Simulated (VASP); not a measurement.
A run of VASP 6.6.1 is set up as follows.

Contents of INCAR:

```
PREC = Accurate
ENCUT = 1340
EDIFF = 1E-6
ISMEAR = 0
SIGMA = 0.02
LREAL = F
LASPH = T
NELM = 120
ALGO = Normal
ISIF = 2
LWAVE = F
LCHARG = T
GGA = PE
LELF = T
LVHAR = T
NBANDS = 20
GGA_COMPAT = F
```

The input KPOINTS:

```
regular mesh
0
Gamma
  10 10 8
```

POSCAR

```
SnO2
1.0
    3.4700117031      0.0000000000      0.0000000000
    0.0000000000      3.4700117031      0.0000000000
    0.0000000000      0.0000000000      5.1452451908
Sn O
1 2
Direct
    0.0000000000      0.0000000000      0.0000000000
    0.5000000000      0.5000000000      0.1477305275
    0.5000000000      0.5000000000      0.8522694725
```

Potentials or basis: VASP PAW PBE potentials, release 64 (Sn_d, O_h).

Run with:

```bash
$ cat potpaw_PBE.64/Sn_d/POTCAR potpaw_PBE.64/O_h/POTCAR > POTCAR
$ mpirun -np 1 vasp_std > vasp.out
```

Problem. Predict the largest force.

Solution. 0.031 eV/Å.

Problem. Predict the band gap on the k mesh.

Solution. 0.65 eV (least direct gap 1.35 eV).

Problem. Predict the pressure.

Solution. 0.0 GPa.

Forces in eV/Å, atoms in the order of the input:
```
Sn   0.000  0.000  0.000
O    0.000  0.000  0.031
O    0.000  0.000 -0.031
```

Caveat: semilocal functionals underestimate gaps, and a narrow one can read as zero; spin-orbit coupling is left out, which moves the levels of the heavy elements. A k mesh can miss the band edges.
